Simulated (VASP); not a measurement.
# Ti (I4/mmm) in VASP: single point with r2SCAN

Aim: the single point of Ti with r2SCAN.

Everything below comes from runs of VASP 6.6.1. Logs are shortened: lines on timing, memory, paths and dates and some standing lists are left out, and cuts for length are marked.

## Step 1: The cell of the first run

The typed cell holds 1 atom: a = 2.907 Å, b = 2.907 Å, c = 2.907 Å, α = 120.02°, β = 120.02°, γ = 89.97°.

This isn't the form of Ti at room conditions, which is hcp.

## Step 2: Single point, r2SCAN

Input file POSCAR:

```
Ti
1.0
   -1.4530016561      1.4530016561      2.0558681138
    1.4530016561     -1.4530016561      2.0558681138
    1.4530016561      1.4530016561     -2.0558681138
Ti
1
Direct
    0.0000000000      0.0000000000      0.0000000000
```

Input file INCAR.step1:

```
PREC = Accurate ; ENCUT = 520
ISMEAR = 0 ; SIGMA = 0.1
LREAL = F ; LASPH = T
NELM = 100 ; NBANDS = 12
GGA = PE ; ALGO = Normal
EDIFF = 1E-4 ; LWAVE = T
LCHARG = F
```

Input file INCAR.step2:

```
PREC = Accurate ; ENCUT = 520
EDIFF = 1E-6 ; ISMEAR = 0
SIGMA = 0.1 ; LREAL = F
LASPH = T ; NELM = 100
ALGO = Normal ; ISIF = 2
LWAVE = F ; LCHARG = F
METAGGA = R2SCAN ; LMIXTAU = T
NBANDS = 12 ; ISTART = 1
```

Input file KPOINTS:

```
Automatic mesh
0
Gamma
  26 26 26
```

Potentials or basis: VASP PAW PBE potentials, release 64 (Ti_sv).

Command:

```bash
cat potpaw_PBE.64/Ti_sv/POTCAR > POTCAR
cp INCAR.step1 INCAR
mpirun -np 1 vasp_std > vasp.out
cp INCAR.step2 INCAR
mpirun -np 1 vasp_std > vasp.out
```

OUTCAR:

```text
PREC = Accurate
   ENCUT = 520
   EDIFF = 1E-6
   ISMEAR = 0
   LREAL = F
   LASPH = T
   NELM = 100
   ISIF = 2
   METAGGA = R2SCAN
   ISTART = 1

 ion  position               nearest neighbor table
   1  0.000  0.000  0.000-

  LATTYP: Found a body centered tetragonal cell.
 ALAT       =     2.9060033122
 C/A-ratio  =     1.4149110603

  Lattice vectors:

 A1 = (  -1.4530016561,   1.4530016561,   2.0558681138)
 A2 = (   1.4530016561,  -1.4530016561,   2.0558681138)
 A3 = (   1.4530016561,   1.4530016561,  -2.0558681138)

Analysis of symmetry for initial positions (statically):
=====================================================================
 Subroutine PRICEL returns:
 Original cell was already a primitive cell.

 Routine SETGRP: Setting up the symmetry group for a
 body centered tetragonal supercell.

 Subroutine GETGRP returns: Found 16 space group operations
 (whereof 16 operations were pure point group operations)
 out of a pool of 16 trial point group operations.

The static configuration has the point symmetry D_4h.

Analysis of symmetry for dynamics (positions and initial velocities):
=====================================================================
 Subroutine PRICEL returns:
 Original cell was already a primitive cell.

 Routine SETGRP: Setting up the symmetry group for a
 body centered tetragonal supercell.

 Subroutine GETGRP returns: Found 16 space group operations
 (whereof 16 operations were pure point group operations)
 out of a pool of 16 trial point group operations.

The dynamic configuration has the point symmetry D_4h.

 Subroutine INISYM returns: Found 16 space group operations
 (whereof 16 operations are pure point group operations),
 and found     1 'primitive' translations

----------------------------------------------------------------------------------------

                                     Primitive cell

  volume of cell :      17.3615

  direct lattice vectors                    reciprocal lattice vectors
    -1.453001656  1.453001656  2.055868114     0.000000000  0.344115231  0.243206262
     1.453001656 -1.453001656  2.055868114     0.344115231  0.000000000  0.243206262
     1.453001656  1.453001656 -2.055868114     0.344115231  0.344115231  0.000000000

  length of vectors
     2.906720029  2.906720029  2.906720029     0.421384122  0.421384122  0.486652426

  position of ions in fractional coordinates (direct lattice)
     0.000000000  0.000000000  0.000000000

  ion indices of the primitive-cell ions
   primitive index   ion index
                 1           1

----------------------------------------------------------------------------------------

 KPOINTS: Automatic mesh

Automatic generation of k-mesh.
 Grid dimensions read from file:
 generate k-points for:   26   26   26

 Generating k-lattice:

  Cartesian coordinates                     Fractional coordinates (reciprocal lattice)
     0.000000000  0.013235201  0.009354087     0.038461538  0.000000000 -0.000000000
     0.013235201  0.000000000  0.009354087     0.000000000  0.038461538 -0.000000000
     0.013235201  0.013235201  0.000000000     0.000000000  0.000000000  0.038461538

  Length of vectors
     0.016207082  0.016207082  0.018717401

  Shift w.r.t. Gamma in fractional coordinates (k-lattice)
     0.000000000  0.000000000  0.000000000

 Subroutine IBZKPT returns following result:
 ===========================================

 Found   1330 irreducible k-points:

 Following reciprocal coordinates:
            Coordinates               Weight
  0.000000  0.000000  0.000000      1.000000
  0.038462  0.000000  0.000000      8.000000
  0.076923  0.000000  0.000000      8.000000
  0.115385  0.000000 -0.000000      8.000000
  0.153846  0.000000  0.000000      8.000000
  0.192308  0.000000  0.000000      8.000000
[... 16 lines left out ...]
  0.346154  0.038462  0.000000     16.000000
  0.384615  0.038462 -0.000000     16.000000
 [... further k-points ...]
   k-points           NKPTS =   1330   k-points in BZ     NKDIM =   1330   number of bands    NBANDS=     12
   number of dos      NEDOS =    301   number of ions     NIONS =      1
   total plane-waves  NPLWV =  13824
   dimension x,y,z NGX =    24 NGY =   24 NGZ =   24
   dimension x,y,z NGXF=    48 NGYF=   48 NGZF=   48
   ions per type =               1
   NGX,Y,Z   is equivalent  to a cutoff of  13.73, 13.73, 13.73 a.u.
   NGXF,Y,Z  is equivalent  to a cutoff of  27.45, 27.45, 27.45 a.u.
 SYSTEM =  unknown system
   PREC   = accura    normal or accurate (medium, high low for compatibility)
   ISTART =      1    job   : 0-new  1-cont  2-samecut
   ICHARG =      0    charge: 1-file 2-atom 10-const
   ISPIN  =      1    spin polarized calculation?
   LNONCOLLINEAR =      F non collinear calculations
   LSORBIT =      F    spin-orbit coupling
   LASPH  =      T    aspherical Exc in radial PAW
   ENCUT  =  520.0 eV  38.22 Ry    6.18 a.u.   5.40  5.40  5.40*2*pi/ulx,y,z
   NELM   =    100;   NELMIN=  2; NELMDL=  0     # of ELM steps
   EDIFF  = 0.1E-05   stopping-criterion for ELM
   LREAL  =      F    real-space projection
   EDIFFG = 0.1E-04   stopping-criterion for IOM
   NSW    =      0    number of steps for IOM
   IBRION =     -1    ionic relax: 0-MD 1-quasi-New 2-CG
   NFREE  =      0    steps in history (QN), initial steepest desc. (CG)
   ISIF   =      2    stress and relaxation
   ISYM   =      2    0-nonsym 1-usesym 2-fastsym
   POTIM  = 0.5000    time-step for ionic-motion
   TEBEG  =    0.0;   TEEND  =   0.0 temperature during run
   PSTRESS=    0.0 pullay stress
   NELECT =      12.0000    total number of electrons
   NUPDOWN=      -1.0000    fix difference up-down
   EMIN   =  10.00;   EMAX   =-10.00  energy-range for DOS
   EFERMI =   0.00;   METHOD = LEGACY
   ISMEAR =     0;   SIGMA  =   0.10  broadening in eV -4-tet -1-fermi 0-gaus
   EFERMI_NEDOS =   21; number of points for ismear=-14 and -15
   IALGO  =     38    algorithm
   IMIX   =      4    mixing-type and parameters
     AMIX     =   0.40;   BMIX     =  1.00
     AMIX_MAG =   1.60;   BMIX_MAG =  1.00
  volume/ion in A,a.u.               =      17.36       117.16
  Fermi-wavevector in a.u.,A,eV,Ry     =   1.447458  2.735300 28.506054  2.095136
  Thomas-Fermi vector in A             =   2.565411
   LORBIT       =      0    0 simple, 1 ext, 2 COOP (PROOUT), +10 PAW based schemes
   METAGGA = R2SCAN    functional components
   LHFCALC =     F    Hartree Fock is set to
   AEXX    =    0.0000 exact exchange contribution
   IVDW    =     0    specifies the selected vdW correction
   LEPSILON=     F    determine dielectric tensor
   LRPA    =     F    only Hartree local field effects (RPA)
 non-spin polarized calculation
 Gauss-broadening in eV      SIGMA  =   0.10
  energy-cutoff  :      520.00
  volume of cell :       17.36
 maximum number of plane-waves:       489
 NGX is ok and might be reduce to    24
   NGX = 11   NGY = 11   NGZ = 11

 number of electron      12.0000002 magnetization

 Free energy of the ion-electron system (eV)
  ---------------------------------------------------
  ext. energy  EPLUGINS =         0.00000000
  ---------------------------------------------------
  free energy    TOTEN  =       -12.88354514 eV

  energy without entropy =      -12.87573846  energy(sigma->0) =      -12.87964180

 E-fermi :   8.2321     XC(G=0): -12.4147

 val. band max:        8.2320140081   @ k =  -0.4615   0.5000   0.2692
 cond. band min:       8.2326549311   @ k =  -0.0769   0.2308   0.0769
 fundamental gap:      0.0006409231
 Fermi energy:         8.2321183029

 k-point     1 :       0.0000    0.0000    0.0000
  band No.  band energies     occupation
      1     -50.8123      2.00000
      2     -25.6149      2.00000
      3     -25.6149      2.00000
      4     -25.6149      2.00000
      5       1.7640      2.00000
      6       9.2323      0.00000
      7       9.2361      0.00000
      8       9.2361      0.00000
      9      11.0387      0.00000
     10      11.0431      0.00000
     11      24.0206      0.00000
     12      28.9069      0.00000

 k-point     2 :       0.0385    0.0000    0.0000
  band No.  band energies     occupation
      1     -50.8105      2.00000
      2     -25.6255      2.00000
      3     -25.6163      2.00000
      4     -25.6162      2.00000
      5       1.8139      2.00000
      6       9.2016      0.00000
      7       9.2520      0.00000
      8       9.2545      0.00000
      9      11.0261      0.00000
     10      11.0305      0.00000
     11      24.0632      0.00000
     12      28.4371      0.00000

 k-point     3 :       0.0769    0.0000    0.0000
  band No.  band energies     occupation
      1     -50.8051      2.00000
      2     -25.6564      2.00000
      3     -25.6201      2.00000
      4     -25.6200      2.00000
      5       1.9624      2.00000
      6       9.1063      0.00000
      7       9.3040      0.00000
      8       9.3065      0.00000
      9      10.9924      0.00000
     10      10.9966      0.00000
     11      24.1692      0.00000
     12      27.4305      0.00000

 k-point     4 :       0.1154    0.0000   -0.0000
  band No.  band energies     occupation
      1     -50.7964      2.00000
      2     -25.7056      2.00000
      3     -25.6262      2.00000
      4     -25.6261      2.00000
      5       2.2045      2.00000
      6       8.9607      0.00000
      7       9.3795      0.00000
      8       9.3821      0.00000
      9      10.9501      0.00000
     10      10.9540      0.00000
     11      24.2542      0.00000
     12      26.3392      0.00000

 k-point     5 :       0.1538    0.0000    0.0000
  band No.  band energies     occupation
      1     -50.7849      2.00000
      2     -25.7701      2.00000
      3     -25.6343      2.00000
      4     -25.6341      2.00000
      5       2.5322      2.00000
      6       8.7825      0.00000
      7       9.4602      0.00000
      8       9.4630      0.00000
      9      10.9208      0.00000
     10      10.9241      0.00000
     11      24.0639      0.00000
     12      25.4846      0.00000
[... 228 lines left out ...]
      1     -50.7344      2.00000
      2     -26.0397      2.00000
      3     -25.6816      2.00000
      4     -25.6627      2.00000
      5       4.0766      2.00000
      6       8.2115      1.22948
      7       9.4583      0.00000
      8       9.5148      0.00000
      9      11.0540      0.00000
     10      11.3968      0.00000
     11      20.8083      0.00000
     12      24.5659      0.00000

 k-point    22 :       0.3077    0.0385    0.0000
  band No.  band energies     occupation
      1     -50.7197      2.00000
      2     -26.1176      2.00000
      3     -25.6914      2.00000
      4     -25.6733      2.00000
      5       4.5476      2.00000
      6       8.1536      1.73315
      7       9.3814      0.00000
      8       9.4364      0.00000
      9      11.2701      0.00000
     10      11.5968      0.00000
     11      19.7585      0.00000
     12      24.2465      0.00000

 k-point    23 :       0.3462    0.0385    0.0000
  band No.  band energies     occupation
      1     -50.7066      2.00000
      2     -26.1865      2.00000
      3     -25.6996      2.00000
      4     -25.6833      2.00000
      5       4.9559      2.00000
      6       8.1842      1.50195
      7       9.2999      0.00000
      8       9.3528      0.00000
      9      11.5009      0.00000
     10      11.7974      0.00000
     11      18.7862      0.00000
     12      23.9283      0.00000

 k-point    24 :       0.3846    0.0385   -0.0000
  band No.  band energies     occupation
      1     -50.6958      2.00000
      2     -26.2426      2.00000
      3     -25.7059      2.00000
      4     -25.6919      2.00000
      5       5.2628      2.00000
      6       8.3016      0.32597
      7       9.2298      0.00000
      8       9.2795      0.00000
      9      11.7179      0.00000
     10      11.9724      0.00000
     11      17.9392      0.00000
     12      23.6542      0.00000

 [... further k-points ...]

------------------------ aborting loop because EDIFF is reached ----------------------------------------

  FORCE on cell =-STRESS in cart. coord.  units (eV):
  Direction    XX          YY          ZZ          XY          YZ          ZX
  --------------------------------------------------------------------------------------
  -------------------------------------------------------------------------------------
  Total        0.0401730      0.0401730      0.0382232      0.0000000      0.0000000      0.0000000
  in kB        3.7072954      3.7072954      3.5273665      0.0000000      0.0000000      0.0000000
  external PRESSURE =       3.6473191 kB  Pullay stress =       0.0000000 kB

 VOLUME and BASIS-vectors are now :
 -----------------------------------------------------------------------------
  energy-cutoff  :      520.00
  volume of cell :       17.36
      direct lattice vectors                 reciprocal lattice vectors
    -1.453001656  1.453001656  2.055868114     0.000000000  0.344115231  0.243206262
     1.453001656 -1.453001656  2.055868114     0.344115231  0.000000000  0.243206262
     1.453001656  1.453001656 -2.055868114     0.344115231  0.344115231  0.000000000

 POSITION                                       TOTAL-FORCE (eV/Angst)
 -----------------------------------------------------------------------------------
      0.00000      0.00000      0.00000         0.000000     -0.000000     -0.000000
 -----------------------------------------------------------------------------------
    total drift:                                0.000000      0.000000     -0.000000

  FREE ENERGIE OF THE ION-ELECTRON SYSTEM (eV)
  ---------------------------------------------------
  free  energy   TOTEN  =       -12.8835451405 eV

  energy  without entropy=      -12.8757384602  energy(sigma->0) =      -12.87964180
```

It took 8.2 min on 1 thread of Intel Xeon Platinum 8488C (Sapphire Rapids), shared host; peak memory 0.37 GiB.

What came out:

| Quantity | Value |
| --- | --- |
| Free energy | -12.8835 eV |
| Pressure | 0.4 GPa |
| Band gap on the k mesh | zero (bands 6 and 7 overlap by 1.52 eV) |

Levels at points of the mesh, in eV from the Fermi level:
```csv
k point,band 3,band 4,band 5,band 6,band 7,band 8,band 9,band 10
"(0.00, 0.00, 0.00)",-33.85,-33.85,-6.47,1.00,1.00,1.00,2.81,2.81
"(0.50, 0.00, 0.00)",-33.94,-33.94,-2.70,0.45,0.93,0.93,3.83,3.84
"(0.50, 0.50, 0.00)",-34.09,-34.09,-2.65,-1.77,2.82,3.89,4.07,4.07
"(0.50, 0.50, 0.50)",-34.09,-34.09,-2.65,-1.77,2.81,3.89,4.07,4.07
```

Caveat: the PAW data sets were made with another functional, which shifts forces and pressure a little.
